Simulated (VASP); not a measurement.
Set up this calculation in VASP 6.6.1, as the native input.

```
Task                   : electric field gradients
Functional             : PBEsol
Potentials or basis    : VASP PAW PBE potentials, release 64 (Ca_sv)
Cutoff                 : 520 eV
k mesh                 : 10 × 10 × 10
Occupations            : fermi-dirac, width 0.05 eV
Spin                   : no spin polarisation
Dipole correction      : no
Further INCAR settings : ALGO = Normal; EDIFF = 1e-08; NBANDS = 11
```

The structure of Ca lies in POSCAR:

```
Ca
1.0
   -2.2400000000      2.2400000000      2.2400000000
    2.2400000000     -2.2400000000      2.2400000000
    2.2400000000      2.2400000000     -2.2400000000
Ca
1
Direct
    0.0000000000      0.0000000000      0.0000000000
```

This isn't the form of Ca at room conditions, which is fcc.

The input as run:

INCAR

```
  ALGO = Normal
  EDIFF = 1E-8
  ENCUT = 520
  GGA = PS
  ISIF = 2
  ISMEAR = -1
  LASPH = True
  LCHARG = False
  LEFG = True
  LREAL = False
  LWAVE = False
  NBANDS = 11
  NELM = 100
  PREC = Accurate
  SIGMA = 0.05
```

KPOINTS

```
k-points
0
Gamma
  10 10 10
```

Potentials or basis: VASP PAW PBE potentials, release 64 (Ca_sv).

Launch:

```bash
$ cat potpaw_PBE.64/Ca_sv/POTCAR > POTCAR
$ mpirun -np 1 vasp_std > vasp.out
```

Results of the run:

```json
{
  "Pressure": "-1.5 GPa",
  "Band gap on the k mesh": "zero (bands 5 and 6 overlap by 0.27 eV)",
  "Largest electric field gradient by atom": "zero within the noise of the run"
}
```

Caveat: the PAW data sets were made with another functional, which shifts forces and pressure a little.

Run time: 24 s on 1 thread of Intel Xeon 8259CL (shared host), peak memory 0.18 GiB.
